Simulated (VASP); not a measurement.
Input of a VASP 6.6.1 run:

Contents of INCAR:

```
SYSTEM = BaF2
ALGO = Normal
EDIFF = 1E-6
ENCUT = 600
GGA = PE
GGA_COMPAT = .False.
ISIF = 2
ISMEAR = 0
LASPH = .True.
LCHARG = .False.
LREAL = .False.
LWAVE = .False.
NBANDS = 19
NELM = 120
PREC = Accurate
SIGMA = 0.01
```

The input KPOINTS:

```
k-points
0
Gamma
  6 6 6
  0 0 0
```

The input POSCAR:

```
BaF2
1.0
    0.0000000000      3.0971612422      3.0971612422
    3.0971612422      0.0000000000      3.0971612422
    3.0971612422      3.0971612422      0.0000000000
Ba F
1 2
Direct
    0.0000000000      0.0000000000      0.0000000000
    0.2500000000      0.2500000000      0.2500000000
    0.7500000000      0.7500000000      0.7500000000
```

Potentials or basis: VASP PAW PBE potentials, release 64 (Ba_sv, F).

Run with:

```sh
$ cat potpaw_PBE.64/Ba_sv/POTCAR potpaw_PBE.64/F/POTCAR > POTCAR
$ mpirun -np 1 vasp_std > vasp.out
```

What does it give for the band gap on the k mesh?

6.79 eV, indirect (least direct gap 6.86 eV).

Predict the pressure.

2.5 GPa.

Caveat: spin-orbit coupling is left out, which moves the levels of the heavy elements. A k mesh can miss the band edges.
